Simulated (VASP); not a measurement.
Wanted: the native input for a VASP 6.6.1 run.

```
Task                   : relaxation of cell and atoms
Functional             : PBE
Potentials or basis    : VASP PAW PBE potentials, release 64 (Cu, Rh_pv)
Cutoff                 : 600 eV
k mesh                 : 6 × 6 × 6
Occupations            : gaussian, width 0.1 eV
Spin                   : no spin polarisation
Dipole correction      : no
Further INCAR settings : ALGO = Normal; EDIFF = 1e-06; IBRION = 2; EDIFFG = -0.04; NSW = 90; ISIF = 3
```

The structure of Cu2Rh lies in POSCAR:

```
Cu2Rh
1.0
    3.8784393562      0.0000000000      0.0000000000
   -1.9392196781      3.3588270095      0.0000000000
    0.0000000000      0.0000000000      2.7279553964
Cu Rh
2 1
Direct
    0.3333333333      0.6666666667      0.5000000000
    0.6666666667      0.3333333333      0.5000000000
    0.0000000000      0.0000000000      0.0000000000
```

The input as run:

INCAR

```
SYSTEM = Cu2Rh
PREC = Accurate ; ENCUT = 600
EDIFF = 1E-6 ; ISMEAR = 0
SIGMA = 0.1 ; LREAL = .False.
LASPH = .True. ; NELM = 80
ALGO = Normal ; ISIF = 3
LWAVE = .False. ; LCHARG = .False.
GGA = PE ; IBRION = 2
NSW = 90 ; EDIFFG = -0.04
```

KPOINTS

```
regular mesh
0
Gamma
  6 6 6
  0 0 0
```

Potentials or basis: VASP PAW PBE potentials, release 64 (Cu, Rh_pv).

Run with:

```sh
$ cat potpaw_PBE.64/Cu/POTCAR potpaw_PBE.64/Rh_pv/POTCAR > POTCAR
$ mpirun -np 1 vasp_std > vasp.out
```

Results of the run:

```
Relaxed volume                         : 12.92 Å³/atom
Relaxed cell                           : a = 4.202 Å, b = 4.202 Å, c = 2.534 Å, α = 90.00°, β = 90.00°, γ = 120.00°
Space group after relaxing (to 0.05 Å) : P6/mmm (No. 191)
Energy gained by relaxing              : 182.6 meV/atom
Ionic steps                            : 6
Pressure after relaxing                : 0.2 GPa
```

Caveat: the k points lie up to 0.41 Å⁻¹ apart in the final cell.

Run time: 56 s on 1 thread of Intel(R) Xeon(R) Platinum 8559C (Emerald Rapids), on a shared host, peak memory 0.18 GiB.
